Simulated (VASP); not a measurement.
Crystal: Sc.

```
CELL_PARAMETERS angstrom
3.30900 0.00000 0.00000
-1.65450 2.86568 0.00000
0.00000 0.00000 5.27330
ATOMIC_POSITIONS crystal
Sc 0.33333 0.66667 0.25000
Sc 0.66667 0.33333 0.75000
```

| Property | Result |
| --- | --- |
| Program | VASP 6.6.1 |
| Task | relaxation of cell and atoms |
| Functional | RPBE |
| Potentials or basis | VASP PAW PBE potentials, release 64 (Sc_sv) |
| Cutoff | 600 eV |
| k mesh | 11 × 11 × 6 |
| Occupations | fermi-dirac, width 0.05 eV |
| Spin | collinear spin |
| Starting moments | [1.0, 1.0] μB |

At the start: pressure 1.5 GPa; volume 25.00 Å³/atom.

Where does the relaxation end?

Over 4 steps the energy falls by 3.5 meV/atom and the volume is 25.72 Å³/atom (+2.9 %); space group P6_3/mmc (No. 194, to 0.1 Å) before and after; moment 0.92 μB per cell.

Step by step:
```tsv
step	energy change (eV)	largest force (eV/Å)	pressure (GPa)	volume (Å³)
1	0.0000	0.0000	1.55	50.00
2	-0.0067	0.0000	-0.31	51.77
3	-0.0070	0.0000	-0.02	51.47
4	-0.0070	0.0000	0.02	51.44
```

Final structure:
```
Sc
1.0
     3.34246    0.00000    0.00000
    -1.67123    2.89466    0.00000
     0.00000    0.00000    5.31641
Sc
2
Cartesian
  0.0000 1.9298 1.3291
  1.6712 0.9649 3.9873
```

Caveat: the PAW data sets were made with another functional, which shifts forces and pressure a little.
